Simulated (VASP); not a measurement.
Input of a VASP 6.6.1 run:

The input INCAR:

```
SYSTEM = AlCo
ALGO     = Normal         ! electronic algorithm
EDIFF    = 1E-6           ! SCF threshold, eV
ENCUT    = 520            ! plane-wave cutoff, eV
GGA      = PE             ! functional
ISIF     = 2              ! what is computed and relaxed
ISMEAR   = 0              ! smearing method
ISPIN    = 2              ! spin polarisation
LASPH    = .TRUE.         ! aspherical terms in the spheres
LCHARG   = .TRUE.         ! write CHGCAR
LELF     = .TRUE.         ! ELF
LMAXMIX  = 4              ! l up to which the mixer works
LORBIT   = 11             ! projections on sites
LREAL    = .FALSE.        ! projectors in reciprocal space
LVHAR    = .TRUE.       
LWAVE    = .FALSE.        ! write WAVECAR
MAGMOM   = -0.01 0.16     ! initial moments
NBANDS   = 17             ! bands
NELM     = 150            ! most SCF steps
PREC     = Accurate       ! precision mode
SIGMA    = 0.15           ! smearing width, eV
```

KPOINTS

```
k-points
0
G
  18 18 18
  0 0 0
```

Contents of POSCAR:

```
AlCo
1.0
    2.8300373339      0.1768773334      0.1768773334
    0.1768773334      2.8300373339      0.1768773334
    0.1768773334      0.1768773334      2.8300373339
Al Co
1 1
Direct
    0.0000000000      0.0000000000      0.0000000000
    0.5000000000      0.5000000000      0.5000000000
```

Potentials or basis: VASP PAW PBE potentials, release 64 (Al, Co).

Run with:

```bash
$ cat potpaw_PBE.64/Al/POTCAR potpaw_PBE.64/Co/POTCAR > POTCAR
$ mpirun -np 1 vasp_std > vasp.out
```

Task: What does it give for the pressure?

Result: 12.5 GPa.

Task: Predict the band gap on the k mesh.

Result: Zero (filled and empty bands overlap).

Stress tensor (GPa, compression positive):
```
 12.47 -12.89 -12.89
-12.89  12.47 -12.89
-12.89 -12.89  12.47
```
